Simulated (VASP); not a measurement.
# Sn2PbO2 (P3m1) in VASP: further runs, part 3 of 3

VASP 6.6.1. Earlier steps stand in the parts before.

**5. Single point, PBE**

This run uses another cell than the first one, of 22.99 Å³/atom.

INCAR

```
PREC     = Accurate       # precision mode
ENCUT    = 520            # plane-wave cutoff, eV
EDIFF    = 1E-6           # SCF threshold, eV
ISMEAR   = 0              # smearing method
SIGMA    = 0.1            # smearing width, eV
LREAL    = False          # projectors in reciprocal space
LASPH    = True           # aspherical terms in the spheres
NELM     = 100            # most SCF steps
ALGO     = Normal         # electronic algorithm
ISIF     = 2              # what is computed and relaxed
LWAVE    = False          # write WAVECAR
LCHARG   = False          # write CHGCAR
GGA      = PE             # functional
NBANDS   = 35             # bands
```

KPOINTS

```
Automatic mesh
0
Gamma
  12 12 4
```

POSCAR

```
Sn2PbO2
1.0
    3.7461604009      0.0000000000      0.0000000000
   -1.8730802004      3.2442700738      0.0000000000
    0.0000000000      0.0000000000      9.4563517514
Sn Pb O
2 1 2
Direct
    0.0000000000      0.0000000000      0.6443406437
    0.6666666667      0.3333333333      0.3330557980
    0.0000000000      0.0000000000      0.9725537126
    0.0000000000      0.0000000000      0.4114558448
    0.6666666667      0.3333333333      0.5762004610
```

Potentials or basis: VASP PAW PBE potentials, release 64 (Sn_d, Pb_d, O).

Launch:

```bash
$ cat potpaw_PBE.64/Sn_d/POTCAR potpaw_PBE.64/Pb_d/POTCAR potpaw_PBE.64/O/POTCAR > POTCAR
$ mpirun -np 1 vasp_std > vasp.out
```

OUTCAR:

```text
PREC = Accurate
   ENCUT = 520
   EDIFF = 1E-6
   ISMEAR = 0
   LREAL = False
   LASPH = True
   NELM = 100
   ISIF = 2
   GGA = PE

 ion  position               nearest neighbor table
   1  0.000  0.000  0.644-   4 2.20   5 2.26   5 2.26   5 2.26   3 3.10   2 3.65   2 3.65   2 3.65

   2  0.667  0.333  0.333-   4 2.29   4 2.29   4 2.29   5 2.30   1 3.65   1 3.65   1 3.65
   3  0.000  0.000  0.973-   1 3.10
   4  0.000  0.000  0.411-   1 2.20   2 2.29   2 2.29   2 2.29
   5  0.667  0.333  0.576-   1 2.26   1 2.26   1 2.26   2 2.30

  LATTYP: Found a hexagonal cell.
 ALAT       =     3.7461604009
 C/A-ratio  =     2.5242783916

  Lattice vectors:

 A1 = (   3.7461604009,   0.0000000000,   0.0000000000)
 A2 = (  -1.8730802004,   3.2442700738,   0.0000000000)
 A3 = (   0.0000000000,   0.0000000000,   9.4563517514)

Analysis of symmetry for initial positions (statically):
=====================================================================
 Subroutine PRICEL returns:
 Original cell was already a primitive cell.

 Routine SETGRP: Setting up the symmetry group for a
 hexagonal supercell.

 Subroutine GETGRP returns: Found  6 space group operations
 (whereof  6 operations were pure point group operations)
 out of a pool of 24 trial point group operations.

The static configuration has the point symmetry C_3v.

Analysis of symmetry for dynamics (positions and initial velocities):
=====================================================================
 Subroutine PRICEL returns:
 Original cell was already a primitive cell.

 Routine SETGRP: Setting up the symmetry group for a
 hexagonal supercell.

 Subroutine GETGRP returns: Found  6 space group operations
 (whereof  6 operations were pure point group operations)
 out of a pool of 24 trial point group operations.

The dynamic configuration has the point symmetry C_3v.

 Subroutine INISYM returns: Found  6 space group operations
 (whereof  6 operations are pure point group operations),
 and found     1 'primitive' translations

----------------------------------------------------------------------------------------

                                     Primitive cell

  volume of cell :     114.9283

  direct lattice vectors                    reciprocal lattice vectors
     3.746160401  0.000000000  0.000000000     0.266939985  0.154117872  0.000000000
    -1.873080200  3.244270074  0.000000000     0.000000000  0.308235744  0.000000000
     0.000000000  0.000000000  9.456351751     0.000000000  0.000000000  0.105749027

  length of vectors
     3.746160401  3.746160401  9.456351751     0.308235744  0.308235744  0.105749027

  position of ions in fractional coordinates (direct lattice)
     0.000000000  0.000000000  0.644340644
     0.666666667  0.333333333  0.333055798
     0.000000000  0.000000000  0.972553713
     0.000000000  0.000000000  0.411455845
     0.666666667  0.333333333  0.576200461

  ion indices of the primitive-cell ions
   primitive index   ion index
                 1           1
                 2           2
                 3           3
                 4           4
                 5           5

[... 24 lines left out ...]
 Found     69 irreducible k-points:

 Following reciprocal coordinates:
            Coordinates               Weight
  0.000000  0.000000  0.000000      1.000000
  0.083333  0.000000  0.000000      6.000000
  0.166667  0.000000  0.000000      6.000000
  0.250000  0.000000  0.000000      6.000000
  0.333333  0.000000  0.000000      6.000000
  0.416667  0.000000  0.000000      6.000000
[... 16 lines left out ...]
  0.166667  0.000000  0.250000      6.000000
  0.000000  0.166667  0.250000      6.000000
 [... further k-points ...]
   k-points           NKPTS =     69   k-points in BZ     NKDIM =     69   number of bands    NBANDS=     35
   number of dos      NEDOS =    301   number of ions     NIONS =      5
   total plane-waves  NPLWV =  54880
   dimension x,y,z NGX =    28 NGY =   28 NGZ =   70
   dimension x,y,z NGXF=    56 NGYF=   56 NGZF=  140
   ions per type =               2   1   2
   NGX,Y,Z   is equivalent  to a cutoff of  12.43, 12.43, 12.31 a.u.
   NGXF,Y,Z  is equivalent  to a cutoff of  24.85, 24.85, 24.61 a.u.
 SYSTEM =  unknown system
   PREC   = accura    normal or accurate (medium, high low for compatibility)
   ISTART =      0    job   : 0-new  1-cont  2-samecut
   ICHARG =      2    charge: 1-file 2-atom 10-const
   ISPIN  =      1    spin polarized calculation?
   LNONCOLLINEAR =      F non collinear calculations
   LSORBIT =      F    spin-orbit coupling
   LASPH  =      T    aspherical Exc in radial PAW
   ENCUT  =  520.0 eV  38.22 Ry    6.18 a.u.   6.97  6.97 17.58*2*pi/ulx,y,z
   NELM   =    100;   NELMIN=  2; NELMDL= -5     # of ELM steps
   EDIFF  = 0.1E-05   stopping-criterion for ELM
   LREAL  =      F    real-space projection
   EDIFFG = 0.1E-04   stopping-criterion for IOM
   NSW    =      0    number of steps for IOM
   IBRION =     -1    ionic relax: 0-MD 1-quasi-New 2-CG
   NFREE  =      0    steps in history (QN), initial steepest desc. (CG)
   ISIF   =      2    stress and relaxation
   ISYM   =      2    0-nonsym 1-usesym 2-fastsym
   POTIM  = 0.5000    time-step for ionic-motion
   TEBEG  =    0.0;   TEEND  =   0.0 temperature during run
   PSTRESS=    0.0 pullay stress
   NELECT =      54.0000    total number of electrons
   NUPDOWN=      -1.0000    fix difference up-down
   EMIN   =  10.00;   EMAX   =-10.00  energy-range for DOS
   EFERMI =   0.00;   METHOD = LEGACY
   ISMEAR =     0;   SIGMA  =   0.10  broadening in eV -4-tet -1-fermi 0-gaus
   EFERMI_NEDOS =   21; number of points for ismear=-14 and -15
   IALGO  =     38    algorithm
   IMIX   =      4    mixing-type and parameters
     AMIX     =   0.40;   BMIX     =  1.00
     AMIX_MAG =   1.60;   BMIX_MAG =  1.00
  volume/ion in A,a.u.               =      22.99       155.11
  Fermi-wavevector in a.u.,A,eV,Ry     =   1.272713  2.405079 22.038689  1.619798
  Thomas-Fermi vector in A             =   2.405576
   LORBIT       =      0    0 simple, 1 ext, 2 COOP (PROOUT), +10 PAW based schemes
   GGA     = PE    functional components
   LHFCALC =     F    Hartree Fock is set to
   AEXX    =    0.0000 exact exchange contribution
   IVDW    =     0    specifies the selected vdW correction
   LEPSILON=     F    determine dielectric tensor
   LRPA    =     F    only Hartree local field effects (RPA)
 non-spin polarized calculation
 Gauss-broadening in eV      SIGMA  =   0.10
  energy-cutoff  :      520.00
  volume of cell :      114.93
 maximum number of plane-waves:      3116
   NGX = 13   NGY = 13   NGZ = 35

 number of electron      53.9999996 magnetization

 Free energy of the ion-electron system (eV)
  ---------------------------------------------------
  ext. energy  EPLUGINS =         0.00000000
  ---------------------------------------------------
  free energy    TOTEN  =       -25.24237571 eV

  energy without entropy =      -25.23579432  energy(sigma->0) =      -25.23908502

 E-fermi :   6.3362     XC(G=0):  -9.5445

 val. band max:        6.3314529013   @ k =   0.4167   0.0000   0.2500
 cond. band min:       6.3614258977   @ k =   0.1667   0.1667   0.0000
 fundamental gap:      0.0299729964
 Fermi energy:         6.3361914077

 k-point     1 :       0.0000    0.0000    0.0000
  band No.  band energies     occupation
      1     -16.2338      2.00000
      2     -16.1391      2.00000
      3     -16.1391      2.00000
      4     -16.0013      2.00000
      5     -16.0013      2.00000
      6     -15.9616      2.00000
[... 901 lines left out ...]
     34      11.4977      0.00000
     35      11.7005      0.00000

 [... further k-points ...]

------------------------ aborting loop because EDIFF is reached ----------------------------------------

  FORCE on cell =-STRESS in cart. coord.  units (eV):
  Direction    XX          YY          ZZ          XY          YZ          ZX
  --------------------------------------------------------------------------------------
  -------------------------------------------------------------------------------------
  Total        0.0678022      0.0678022      0.0896793      0.0000000      0.0000000     -0.0000000
  in kB        0.9452084      0.9452084      1.2501890      0.0000000      0.0000000     -0.0000000
  external PRESSURE =       1.0468686 kB  Pullay stress =       0.0000000 kB

 VOLUME and BASIS-vectors are now :
 -----------------------------------------------------------------------------
  energy-cutoff  :      520.00
  volume of cell :      114.93
      direct lattice vectors                 reciprocal lattice vectors
     3.746160401  0.000000000  0.000000000     0.266939985  0.154117872  0.000000000
    -1.873080200  3.244270074  0.000000000     0.000000000  0.308235744  0.000000000
     0.000000000  0.000000000  9.456351751     0.000000000  0.000000000  0.105749027

 POSITION                                       TOTAL-FORCE (eV/Angst)
 -----------------------------------------------------------------------------------
      0.00000      0.00000      6.09311         0.000000     -0.000000      0.060736
      1.87308      1.08142      3.14949         0.000000      0.000000     -0.050334
      0.00000      0.00000      9.19681         0.000000     -0.000000      0.000546
      0.00000      0.00000      3.89087         0.000000     -0.000000      0.005548
      1.87308      1.08142      5.44875        -0.000000      0.000000     -0.016495
 -----------------------------------------------------------------------------------
    total drift:                               -0.000001      0.000001      0.000247

  FREE ENERGIE OF THE ION-ELECTRON SYSTEM (eV)
  ---------------------------------------------------
  free  energy   TOTEN  =       -25.2423757089 eV

  energy  without entropy=      -25.2357943227  energy(sigma->0) =      -25.23908502
```

Run time: 3.7 min. Hardware: 1 thread of Intel Xeon Platinum 8488C (Sapphire Rapids), shared host; peak memory 0.4 GiB.

What came out:

| Item | Value |
| --- | --- |
| Free energy | -25.2424 eV |
| Pressure | 0.1 GPa |
| Largest force | 0.061 eV/Å |
| Band gap on the k mesh | zero (bands 27 and 28 overlap by 1.25 eV) |

Forces in eV/Å, atoms in the order of the input:
```
Sn   0.000  0.000  0.061
Sn   0.000  0.000 -0.050
Pb   0.000  0.000  0.001
O    0.000  0.000  0.006
O    0.000  0.000 -0.016
```

Levels at points of the mesh, in eV from the Fermi level:
| k point | band 25 | band 26 | band 27 | band 28 | band 29 | band 30 |
| --- | --- | --- | --- | --- | --- | --- |
| (0.00, 0.00, 0.00) | -4.19 | -3.28 | 0.08 | 2.20 | 3.80 | 3.80 |
| (0.50, 0.00, 0.00) | -3.07 | -2.37 | -1.64 | -0.41 | 1.31 | 1.70 |
| (0.00, 0.00, 0.50) | -4.19 | -2.02 | -0.97 | 2.22 | 3.70 | 3.70 |
| (0.50, 0.00, 0.50) | -2.92 | -2.34 | -1.98 | 0.46 | 0.75 | 1.96 |

Caveat: spin-orbit coupling is left out, which moves the levels of the heavy elements.

**6. Relaxation of cell and atoms, PBE**

INCAR

```
SYSTEM = Sn2PbO2
ALGO = Normal ; EDIFF = 1E-6
EDIFFG = -0.01 ; ENCUT = 600
GGA = PE ; IBRION = 2
ISIF = 3 ; ISMEAR = 0
LASPH = .TRUE. ; LCHARG = .FALSE.
LREAL = .FALSE. ; LWAVE = .FALSE.
NELM = 100 ; NSW = 100
PREC = Accurate ; SIGMA = 0.1
```

KPOINTS

```
k-points
0
G
  12 12 4
  0 0 0
```

POSCAR

```
Sn2PbO2
1.0
    3.7596964070      0.0000000000      0.0000000000
   -1.8798482035      3.2559925990      0.0000000000
    0.0000000000      0.0000000000      9.3668469641
Sn Pb O
2 1 2
Direct
    0.0000000000      0.0000000000      0.6450576122
    0.6666666667      0.3333333333      0.3328895981
    0.0000000000      0.0000000000      0.9729177232
    0.0000000000      0.0000000000      0.4108364870
    0.6666666667      0.3333333333      0.5759050396
```

Potentials or basis: VASP PAW PBE potentials, release 64 (Sn_d, Pb_d, O).

Launch:

```bash
$ cat potpaw_PBE.64/Sn_d/POTCAR potpaw_PBE.64/Pb_d/POTCAR potpaw_PBE.64/O/POTCAR > POTCAR
$ mpirun -np 1 vasp_std > vasp.out
```

Wall time 20 min (1 thread of Intel Xeon Platinum 8488C (Sapphire Rapids), shared host); peak memory 0.47 GiB.

The run converged. Its results:

```yaml
Free_energy: -25.2469 eV
Relaxed_volume: 22.92 Å³/atom
Relaxed_cell: a = 3.745 Å, b = 3.745 Å, c = 9.436 Å, α = 90.00°, β = 90.00°, γ = 120.00°
Space_group_after_relaxing_to_0.1_Å: P3m1 (No. 156)
Energy_gained_by_relaxing: 0.5 meV/atom
Ionic_steps: 10
Pressure_after_relaxing: 0.0 GPa
Band_gap_on_the_k_mesh: zero (bands 27 and 28 overlap by 1.25 eV)
```

Forces in eV/Å, atoms in the order of the input:
```
Sn   0.000  0.000 -0.001
Sn   0.000  0.000 -0.003
Pb   0.000  0.000  0.003
O    0.000  0.000  0.000
O    0.000  0.000  0.001
```

The path:
```tsv
step	energy change (eV)	largest force (eV/Å)	pressure (GPa)	volume (Å³)
1	0.0000	0.0878	0.14	114.66
2	-0.0015	0.0379	-0.11	115.00
3	-0.0017	0.0475	-0.26	115.17
4	-0.0023	0.0404	-0.03	114.71
5	-0.0023	0.0342	-0.03	114.77
6	-0.0023	0.0330	-0.05	114.78
7	-0.0024	0.0169	0.01	114.65
8	-0.0024	0.0125	0.03	114.57
9	-0.0024	0.0101	-0.03	114.63
10	-0.0024	0.0028	0.01	114.61
```

Final structure:
```xyz
5
Lattice="3.7451 0.0000 0.0000 -1.8725 3.2433 0.0000 0.0000 0.0000 9.4358" Properties=species:S:1:pos:R:3 pbc="T T T"
Sn    0.0000    0.0000    6.0852
Sn    1.8725    1.0811    3.1324
Pb    0.0000    0.0000    9.1855
O     0.0000    0.0000    3.8790
O     1.8725    1.0811    5.4366
```

Levels at points of the mesh, in eV from the Fermi level:
```csv
k point,band 24,band 25,band 26,band 27,band 28,band 29,band 30,band 31
"(0.00, 0.00, 0.00)",-4.17,-4.17,-3.29,0.09,2.22,3.81,3.81,4.56
"(0.50, 0.00, 0.00)",-4.53,-3.08,-2.37,-1.63,-0.42,1.31,1.71,2.57
"(0.00, 0.00, 0.50)",-4.17,-4.17,-2.01,-0.97,2.24,3.71,3.71,4.72
"(0.50, 0.00, 0.50)",-4.53,-2.94,-2.34,-1.97,0.46,0.75,1.97,2.53
```

Caveat: spin-orbit coupling is left out, which moves the levels of the heavy elements.

**7. Overview**

```tsv
task	cell	k mesh	cutoff (eV)	gap on the mesh (eV)	pressure (GPa)	relaxed volume (Å³/atom)	largest force (eV/Å)
single point	a = 3.760, b = 3.760, c = 9.367 Å, angles 90.0, 90.0, 120.0°, 5 atoms, atomic positions A	6 × 6 × 2	520	none	0.3	-	0.08
single point	a = 4.228, b = 4.228, c = 7.522 Å, angles 90.0, 90.0, 120.0°, 5 atoms, atomic positions B	6 × 6 × 2	520	none	23.2	-	11.71
relaxation of cell and atoms	relaxed from a = 4.228, b = 4.228, c = 7.522 Å, angles 90.0, 90.0, 120.0°, 5 atoms, atomic positions B	6 × 6 × 2	600	none	0.0	22.80	0.04
single point	a = 3.746, b = 3.746, c = 9.456 Å, angles 90.0, 90.0, 120.0°, 5 atoms, atomic positions C	12 × 12 × 4	520	none	0.1	-	0.06
relaxation of cell and atoms	relaxed from a = 3.760, b = 3.760, c = 9.367 Å, angles 90.0, 90.0, 120.0°, 5 atoms, atomic positions A	12 × 12 × 4	600	none	0.0	22.92	-
```

Alike in all rows: level PBE; potentials or basis VASP PAW PBE potentials, release 64 (Sn_d, Pb_d, O); no spin polarisation; smearing gaussian 0.1 eV.

Caveats: some runs use coarse meshes; spin-orbit coupling is left out, which moves the levels of the heavy elements; forces of over 1 eV/Å act on the atoms, so gaps and moduli don't describe the material at rest (at least some runs); a cell axis changed by over 15 % at a fixed basis, so the end point is rough (at least some runs).

Total energies depend on the potentials used, so only differences within one code and one set of settings carry meaning.

The gap in the log of VASP goes by the Fermi energy; the results here count the filled bands.